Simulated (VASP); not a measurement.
Input of a VASP 6.6.1 run:

The input INCAR:

```
SYSTEM = Cl
ALGO = Normal
EDIFF = 1E-7
ENCUT = 520
GGA = PS
ISIF = 2
ISMEAR = -1
LASPH = .True.
LCHARG = .False.
LREAL = .False.
LWAVE = .False.
NBANDS = 14
NELM = 80
PREC = Accurate
SIGMA = 0.08
```

Contents of KPOINTS:

```
k-points
0
Gamma
  15 15 8
  0 0 0
```

POSCAR

```
Cl
1.0
    2.2049893205      0.0000000000      0.0000000000
   -1.1024946603      1.9095767666      0.0000000000
    0.0000000000      0.0000000000      3.9076401332
Cl
2
Direct
    0.3333333333      0.6666666667      0.2500000000
    0.6666666667      0.3333333333      0.7500000000
```

Potentials or basis: VASP PAW PBE potentials, release 64 (Cl).

The run is started by

```sh
$ cat potpaw_PBE.64/Cl/POTCAR > POTCAR
$ mpirun -np 1 vasp_std > vasp.out
```

Problem. Predict the pressure.

Solution. 252.4 GPa.

Problem. Predict the band gap on the k mesh.

Solution. Zero (bands 7 and 8 overlap by 10.83 eV).

Stress tensor (GPa, compression positive):
```
252.19   0.00   0.00
  0.00 252.19   0.00
  0.00   0.00 252.78
```

Caveat: the cell stands under pressure; the PAW data sets were made with another functional, which shifts forces and pressure a little.
